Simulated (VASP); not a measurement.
Set up this calculation in VASP 6.6.1, as the native input.

* Task: single point
* Functional: PBE-based screened hybrid with 10 % exact exchange
* Potentials or basis: VASP PAW PBE potentials, release 64 (Al, B, N)
* Cutoff: 520 eV
* k mesh: 5 × 5 × 3
* Occupations: fermi-dirac, width 0.05 eV
* Spin: no spin polarisation
* Dipole correction: no
* Grid for exact exchange (PRECFOCK): Normal
* Share of exact exchange: 0.1
* Further INCAR settings: ALGO = Normal; EDIFF = 1e-06; NBANDS = 12
* Screening parameter: 0.2 1/Å

AlBN:

```
CELL_PARAMETERS angstrom
2.64562 0.00000 0.00000
0.00000 2.64562 0.00000
0.00000 0.00000 5.40264
ATOMIC_POSITIONS crystal
Al 0.50000 0.50000 0.00000
B 0.50000 0.50000 0.50000
N 0.00000 0.00000 0.00000
```

These files were run (other wordings do the same):

POSCAR

```
AlBN
1.0
    2.6456200000      0.0000000000      0.0000000000
    0.0000000000      2.6456200000      0.0000000000
    0.0000000000      0.0000000000      5.4026400000
Al B N
1 1 1
Direct
    0.5000000000      0.5000000000      0.0000000000
    0.5000000000      0.5000000000      0.5000000000
    0.0000000000      0.0000000000      0.0000000000
```

INCAR.step1

```
SYSTEM = AlBN
  PREC = Accurate
  ENCUT = 520
  EDIFF = 1E-5
  ISMEAR = -1
  SIGMA = 0.05
  LREAL = .FALSE.
  LASPH = .TRUE.
  NELM = 60
  ALGO = Normal
  ISIF = 2
  LWAVE = .TRUE.
  LCHARG = .FALSE.
  NBANDS = 12
  GGA = PE
```

INCAR.step2

```
SYSTEM = AlBN
  PREC = Accurate
  ENCUT = 520
  EDIFF = 1E-6
  ISMEAR = -1
  SIGMA = 0.05
  LREAL = .FALSE.
  LASPH = .TRUE.
  NELM = 60
  ALGO = Normal
  ISIF = 2
  LWAVE = .FALSE.
  LCHARG = .FALSE.
  GGA = PE
  LHFCALC = .TRUE.
  AEXX = 0.1
  HFSCREEN = 0.2
  PRECFOCK = Normal
  NBANDS = 12
  ISTART = 1
```

KPOINTS

```
regular mesh
0
G
  5 5 3
  0 0 0
```

Potentials or basis: VASP PAW PBE potentials, release 64 (Al, B, N).

Run with:

```bash
$ cat potpaw_PBE.64/Al/POTCAR potpaw_PBE.64/B/POTCAR potpaw_PBE.64/N/POTCAR > POTCAR
$ cp INCAR.step1 INCAR
$ mpirun -np 1 vasp_std > vasp.out
$ cp INCAR.step2 INCAR
$ mpirun -np 1 vasp_std > vasp.out
```

Results of the run:

The pressure is -1.1 GPa and the band gap on the k mesh is zero (an odd number of electrons rules out a gap without spin polarisation).

Caveat: the k points lie up to 0.47 Å⁻¹ apart, too coarse for converged energies and pressures of a metal; the PAW data sets were made with another functional, which shifts forces and pressure a little.

Wall time 82 s on 1 thread of Intel(R) Xeon(R) 6975P-C (Granite Rapids), on a shared host, peak memory 0.25 GiB.
